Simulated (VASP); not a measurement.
**SiN: single point with PBE**

SiN:

```
Si N
1.0
     3.49269    0.00000    0.00000
    -1.74634    3.02476    0.00000
     0.00000    0.00000    4.85570
Si N
2 2
Direct
  0.00000 0.00000 0.00000
  0.00000 0.00000 0.50000
  0.33333 0.66667 0.00000
  0.66667 0.33333 0.00000
```

```yaml
Program: VASP 6.6.1
Task: single point
Functional: PBE
Potentials_or_basis: VASP PAW PBE potentials, release 64 (Si, N)
Cutoff: 600 eV
k_mesh: 7 × 7 × 3
Occupations: gaussian, width 0.2 eV
Spin: no spin polarisation
```

| Quantity | Value |
| --- | --- |
| Pressure | 0.4 GPa |
| Band gap on the k mesh | zero (band 9 reaches 6.71 eV, above the bottom of band 10 at 5.24 eV) |

Stress tensor (GPa, compression positive):
```
0.65 0.00 0.00
0.00 0.65 0.00
0.00 0.00 0.01
```

Levels at points of the mesh, in eV from the Fermi level:
```
           k point  band 7  band 8  band 9  band 10  band 11  band 12
(0.00, 0.00, 0.00)   -2.94   -2.94    0.37     0.87     1.24     4.44
```

It took 30 s on 1 thread of AMD EPYC 7R13 (shared host), peak memory 0.14 GiB.

Caveat: the k points lie up to 0.43 Å⁻¹ apart.
